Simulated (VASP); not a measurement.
# InP (F-43m) in VASP: single point with PBE

Aim: the single point of InP with PBE.

Everything below comes from runs of VASP 6.6.1. Logs are shortened: lines on timing, memory, paths and dates and some standing lists are left out, and cuts for length are marked.

## 1. The cell of the first run

The structure is cubic, space group F-43m (No. 216). Conventional cell: a = 5.886 Å, b = 5.886 Å, c = 5.886 Å, α = 90.00°, β = 90.00°, γ = 90.00°. In (site symmetry -43m) has 4 P at 2.55 Å within 3.4 Å. Within 3.4 Å of P (site symmetry -43m) lie 4 In at 2.55 Å.

## 2. Single point, PBE

Contents of INCAR:

```
  PREC = Accurate
  ENCUT = 500
  EDIFF = 1E-6
  ISMEAR = 0
  SIGMA = 0.02
  LREAL = F
  LASPH = T
  NELM = 120
  ALGO = Normal
  ISIF = 2
  LWAVE = F
  LCHARG = F
  GGA = PE
  NBANDS = 16
  GGA_COMPAT = F
```

Contents of KPOINTS:

```
Automatic mesh
0
Gamma
  8 8 8
```

Contents of POSCAR:

```
InP
1.0
    0.0000000000      2.9432096588      2.9432096588
    2.9432096588      0.0000000000      2.9432096588
    2.9432096588      2.9432096588      0.0000000000
In P
1 1
Direct
    0.0000000000      0.0000000000      0.0000000000
    0.2500000000      0.2500000000      0.2500000000
```

Potentials or basis: VASP PAW PBE potentials, release 64 (In_d, P).

Run with:

```
$ cat potpaw_PBE.64/In_d/POTCAR potpaw_PBE.64/P/POTCAR > POTCAR
$ mpirun -np 1 vasp_std > vasp.out
```

OUTCAR:

```text
PREC = Accurate
   ENCUT = 500
   EDIFF = 1E-6
   ISMEAR = 0
   LREAL = F
   LASPH = T
   NELM = 120
   ISIF = 2
   GGA = PE

 ion  position               nearest neighbor table
   1  0.000  0.000  0.000-   2 2.55   2 2.55   2 2.55   2 2.55
   2  0.250  0.250  0.250-   1 2.55   1 2.55   1 2.55   1 2.55

  LATTYP: Found a face centered cubic cell.
 ALAT       =     5.8864193176

  Lattice vectors:

 A1 = (   0.0000000000,   2.9432096588,   2.9432096588)
 A2 = (   2.9432096588,   0.0000000000,   2.9432096588)
 A3 = (   2.9432096588,   2.9432096588,   0.0000000000)

Analysis of symmetry for initial positions (statically):
=====================================================================
 Subroutine PRICEL returns:
 Original cell was already a primitive cell.

 Routine SETGRP: Setting up the symmetry group for a
 face centered cubic supercell.

 Subroutine GETGRP returns: Found 24 space group operations
 (whereof 24 operations were pure point group operations)
 out of a pool of 48 trial point group operations.

The static configuration has the point symmetry T_d .

Analysis of symmetry for dynamics (positions and initial velocities):
=====================================================================
 Subroutine PRICEL returns:
 Original cell was already a primitive cell.

 Routine SETGRP: Setting up the symmetry group for a
 face centered cubic supercell.

 Subroutine GETGRP returns: Found 24 space group operations
 (whereof 24 operations were pure point group operations)
 out of a pool of 48 trial point group operations.

The dynamic configuration has the point symmetry T_d .

 Subroutine INISYM returns: Found 24 space group operations
 (whereof 24 operations are pure point group operations),
 and found     1 'primitive' translations

----------------------------------------------------------------------------------------

                                     Primitive cell

  volume of cell :      50.9910

  direct lattice vectors                    reciprocal lattice vectors
     0.000000000  2.943209659  2.943209659    -0.169882563  0.169882563  0.169882563
     2.943209659  0.000000000  2.943209659     0.169882563 -0.169882563  0.169882563
     2.943209659  2.943209659  0.000000000     0.169882563  0.169882563 -0.169882563

  length of vectors
     4.162327016  4.162327016  4.162327016     0.294245230  0.294245230  0.294245230

  position of ions in fractional coordinates (direct lattice)
     0.000000000  0.000000000  0.000000000
     0.250000000  0.250000000  0.250000000

[... 76 lines left out ...]
   EDIFF  = 0.1E-05   stopping-criterion for ELM
   LREAL  =      F    real-space projection
   EDIFFG = 0.1E-04   stopping-criterion for IOM
   NSW    =      0    number of steps for IOM
   IBRION =     -1    ionic relax: 0-MD 1-quasi-New 2-CG
   NFREE  =      0    steps in history (QN), initial steepest desc. (CG)
   ISIF   =      2    stress and relaxation
   ISYM   =      2    0-nonsym 1-usesym 2-fastsym
   POTIM  = 0.5000    time-step for ionic-motion
   TEBEG  =    0.0;   TEEND  =   0.0 temperature during run
   PSTRESS=    0.0 pullay stress
   NELECT =      18.0000    total number of electrons
   NUPDOWN=      -1.0000    fix difference up-down
   EMIN   =  10.00;   EMAX   =-10.00  energy-range for DOS
   EFERMI =   0.00;   METHOD = LEGACY
   ISMEAR =     0;   SIGMA  =   0.02  broadening in eV -4-tet -1-fermi 0-gaus
   EFERMI_NEDOS =   21; number of points for ismear=-14 and -15
   IALGO  =     38    algorithm
   IMIX   =      4    mixing-type and parameters
     AMIX     =   0.40;   BMIX     =  1.00
     AMIX_MAG =   1.60;   BMIX_MAG =  1.00
  volume/ion in A,a.u.               =      25.50       172.05
  Fermi-wavevector in a.u.,A,eV,Ry     =   1.157003  2.186419 18.213518  1.338656
  Thomas-Fermi vector in A             =   2.293618
   LORBIT       =      0    0 simple, 1 ext, 2 COOP (PROOUT), +10 PAW based schemes
   GGA     = PE    functional components
   LHFCALC =     F    Hartree Fock is set to
   AEXX    =    0.0000 exact exchange contribution
   IVDW    =     0    specifies the selected vdW correction
   LEPSILON=     F    determine dielectric tensor
   LRPA    =     F    only Hartree local field effects (RPA)
 non-spin polarized calculation
 Gauss-broadening in eV      SIGMA  =   0.02
  energy-cutoff  :      500.00
  volume of cell :       50.99
 maximum number of plane-waves:      1312
   NGX = 15   NGY = 15   NGZ = 15

 number of electron      18.0000003 magnetization

 Free energy of the ion-electron system (eV)
  ---------------------------------------------------
  ext. energy  EPLUGINS =         0.00000000
  ---------------------------------------------------
  free energy    TOTEN  =        -8.39251794 eV

  energy without entropy =       -8.39251794  energy(sigma->0) =       -8.39251794

 E-fermi :   5.2044     XC(G=0):  -9.2256

 val. band max:        5.0477454273   @ k =   0.0000   0.0000   0.0000
 cond. band min:       5.6889108073   @ k =   0.0000   0.0000   0.0000
 fundamental gap:      0.6411653799
 Fermi energy:         5.2043640735

 k-point     1 :       0.0000    0.0000    0.0000
  band No.  band energies     occupation
      1      -9.1129      2.00000
      2      -9.1129      2.00000
      3      -9.1129      2.00000
      4      -8.9672      2.00000
      5      -8.9672      2.00000
      6      -6.3813      2.00000
[... 433 lines left out ...]
      3      -9.0473      2.00000
      4      -8.9722      2.00000
      5      -8.9547      2.00000
      6      -4.3895      2.00000
[... 8 lines left out ...]
     15      15.7222      0.00000
     16      16.3288      0.00000

 [... further k-points ...]

------------------------ aborting loop because EDIFF is reached ----------------------------------------

  FORCE on cell =-STRESS in cart. coord.  units (eV):
  Direction    XX          YY          ZZ          XY          YZ          ZX
  --------------------------------------------------------------------------------------
  -------------------------------------------------------------------------------------
  Total        0.7439347      0.7439347      0.7439347      0.0000000      0.0000000     -0.0000000
  in kB       23.3750108     23.3750108     23.3750108      0.0000000      0.0000000     -0.0000000
  external PRESSURE =      23.3750108 kB  Pullay stress =       0.0000000 kB

 VOLUME and BASIS-vectors are now :
 -----------------------------------------------------------------------------
  energy-cutoff  :      500.00
  volume of cell :       50.99
      direct lattice vectors                 reciprocal lattice vectors
     0.000000000  2.943209659  2.943209659    -0.169882563  0.169882563  0.169882563
     2.943209659  0.000000000  2.943209659     0.169882563 -0.169882563  0.169882563
     2.943209659  2.943209659  0.000000000     0.169882563  0.169882563 -0.169882563

 POSITION                                       TOTAL-FORCE (eV/Angst)
 -----------------------------------------------------------------------------------
      0.00000      0.00000      0.00000         0.000000      0.000000      0.000000
      1.47160      1.47160      1.47160        -0.000000     -0.000000     -0.000000
 -----------------------------------------------------------------------------------
    total drift:                                0.000000      0.000000      0.000000

  FREE ENERGIE OF THE ION-ELECTRON SYSTEM (eV)
  ---------------------------------------------------
  free  energy   TOTEN  =        -8.3925179388 eV

  energy  without entropy=       -8.3925179388  energy(sigma->0) =       -8.39251794
```

OSZICAR:

```text
N       E                     dE             d eps       ncg     rms          rms(c)
DAV:   1     0.108829511340E+03    0.10883E+03   -0.82827E+03   928   0.122E+03
DAV:   2    -0.159293913953E+01   -0.11042E+03   -0.10529E+03  1016   0.289E+02
DAV:   3    -0.861642828833E+01   -0.70235E+01   -0.69927E+01  1168   0.723E+01
DAV:   4    -0.880007402102E+01   -0.18365E+00   -0.18358E+00  1160   0.130E+01
DAV:   5    -0.880911716552E+01   -0.90431E-02   -0.90430E-02  1416   0.243E+00    0.557E+00
DAV:   6    -0.841918389409E+01    0.38993E+00   -0.61879E-01  1504   0.127E+01    0.334E+00
DAV:   7    -0.839121277981E+01    0.27971E-01   -0.15950E-01  1312   0.313E+00    0.125E+00
DAV:   8    -0.839167848653E+01   -0.46571E-03   -0.15353E-02  1192   0.146E+00    0.308E-01
DAV:   9    -0.839229237802E+01   -0.61389E-03   -0.12897E-03  1176   0.392E-01    0.150E-01
DAV:  10    -0.839244124360E+01   -0.14887E-03   -0.23502E-04  1392   0.198E-01    0.960E-02
DAV:  11    -0.839251879899E+01   -0.77555E-04   -0.13275E-04  1088   0.101E-01    0.483E-02
DAV:  12    -0.839251793882E+01    0.86017E-06   -0.80366E-06  1024   0.243E-02
   1 F= -.83925179E+01 E0= -.83925179E+01  d E =-.154090E-30
```

Run time: 17 s. Hardware: 1 thread of AMD EPYC 7R43 (Zen 3), shared host; peak memory 0.14 GiB.

What came out:

- Free energy: -8.3925 eV
- Pressure: 2.3 GPa
- Band gap on the k mesh: 0.64 eV

Levels at points of the mesh, in eV from the valence-band top:
| k point | band 5 | band 6 | band 7 | band 8 | band 9 | band 10 | band 11 | band 12 | band 13 | band 14 |
| --- | --- | --- | --- | --- | --- | --- | --- | --- | --- | --- |
| (0.00, 0.00, 0.00) | -14.01 | -11.43 | 0.00 | 0.00 | 0.00 | 0.64 | 4.09 | 4.09 | 4.09 | 8.52 |
| (0.50, 0.00, 0.00) | -14.00 | -9.75 | -5.66 | -0.95 | -0.95 | 1.47 | 4.81 | 4.81 | 7.08 | 9.42 |
| (0.50, 0.50, 0.00) | -13.98 | -9.11 | -5.69 | -2.28 | -2.28 | 1.79 | 2.27 | 9.13 | 9.51 | 9.51 |

Caveat: semilocal functionals underestimate gaps, and a narrow one can read as zero; spin-orbit coupling is left out, which moves the levels of the heavy elements.
